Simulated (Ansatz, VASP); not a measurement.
## Two plane-wave programs on InAs

```
In As
1.0
     0.00000    2.82434    2.82434
     2.82434    0.00000    2.82434
     2.82434    2.82434    0.00000
In As
1 1
Direct
  0.46645 0.53355 0.53355
  0.05141 0.94859 0.94859
```

Change from the starting cell: mode 4 frozen in at -0.288 Å, equal normal strain along x, y and z +0.0083.

Alike in both runs: task single point; functional LDA; k mesh 14 × 14 × 14; occupations gaussian, width 0.15 eV; no spin polarisation.

```csv
,VASP,Ansatz
version,VASP 6.6.1,Ansatz 0.2.0
potentials or method,"VASP PAW LDA potentials, release 64 (In_d, As), cutoff 500 eV","scalar-relativistic, plane waves, PAW"
valence electrons in the cell,18,28
```

|  | VASP | Ansatz | Ansatz less VASP |
| --- | --- | --- | --- |
| gap on the k mesh at the Fermi level (eV) | none | none | - |
| pressure (GPa) | 5.4 | 5.2 | -0.22 |
| traceless stress, the component that is largest in VASP (GPa) | 18.95 | 18.81 | -0.142 |
| rms of the force components (eV/Å) | 1.713 | 1.694 | -0.0190 |

Ansatz warns that its potentials were made for another functional, while VASP's fit it. LDA's correlation is that of Perdew and Zunger in VASP and of Perdew and Wang (1992) in Ansatz. Atom by atom the forces differ by 0.019 eV/Å (rms over components). A gap of «none» marks a metal or a gap that the smearing closes. VASP's potentials hold 18 valence electrons a cell and Ansatz's 28, so a difference there can come from the potentials and not from the codes.
